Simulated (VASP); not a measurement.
Write the native input for VASP 6.6.1 that does the following.

```
Task                               : single point
Functional                         : HSE06
Potentials or basis                : VASP PAW PBE potentials, release 64 (Se, Zn)
Cutoff                             : 520 eV
k mesh                             : 4 × 4 × 4
Occupations                        : fermi-dirac, width 0.05 eV
Spin                               : no spin polarisation
Dipole correction                  : no
Grid for exact exchange (PRECFOCK) : Normal
Further INCAR settings             : ALGO = Normal; EDIFF = 1e-07; NBANDS = 16
Share of exact exchange            : 0.25
Screening parameter                : 0.2079 1/Å
```

Crystal: ZnSe.

```xyz
2
Lattice="0.0000 2.8548 2.8548 2.8548 0.0000 2.8548 2.8548 2.8548 0.0000" Properties=species:S:1:pos:R:3 pbc="T T T"
Se    4.2822    4.2822    4.2822
Zn    0.0000    0.0000    0.0000
```

One way to write it, as run:

POSCAR

```
ZnSe
1.0
    0.0000000000      2.8548317268      2.8548317268
    2.8548317268      0.0000000000      2.8548317268
    2.8548317268      2.8548317268      0.0000000000
Se Zn
1 1
Direct
    0.7500000000      0.7500000000      0.7500000000
    0.0000000000      0.0000000000      0.0000000000
```

INCAR.step1

```
PREC = Accurate
ENCUT = 520
EDIFF = 1E-5
ISMEAR = -1
SIGMA = 0.05
LREAL = F
LASPH = T
NELM = 80
ALGO = Normal
ISIF = 2
LWAVE = T
LCHARG = F
GGA = PE
NBANDS = 16
```

INCAR.step2

```
PREC = Accurate
ENCUT = 520
EDIFF = 1E-7
ISMEAR = -1
SIGMA = 0.05
LREAL = F
LASPH = T
NELM = 80
ALGO = Normal
ISIF = 2
LWAVE = F
LCHARG = F
GGA = PE
LHFCALC = T
HFSCREEN = 0.2079
PRECFOCK = Normal
ISTART = 1
NBANDS = 16
```

KPOINTS

```
Automatic mesh
0
Gamma
  4 4 4
```

Potentials or basis: VASP PAW PBE potentials, release 64 (Se, Zn).

Run with:

```console
$ cat potpaw_PBE.64/Se/POTCAR potpaw_PBE.64/Zn/POTCAR > POTCAR
$ cp INCAR.step1 INCAR
$ mpirun -np 1 vasp_std > vasp.out
$ cp INCAR.step2 INCAR
$ mpirun -np 1 vasp_std > vasp.out
```

Results of the run:

* Pressure: 0.0 GPa
* Band gap on the k mesh: 2.33 eV

Caveat: the k points lie up to 0.48 Å⁻¹ apart; the PAW data sets were made with another functional, which shifts forces and pressure a little.

Run time: 15 min on 1 thread of Intel Xeon 8259CL, on a shared host, peak memory 0.28 GiB.
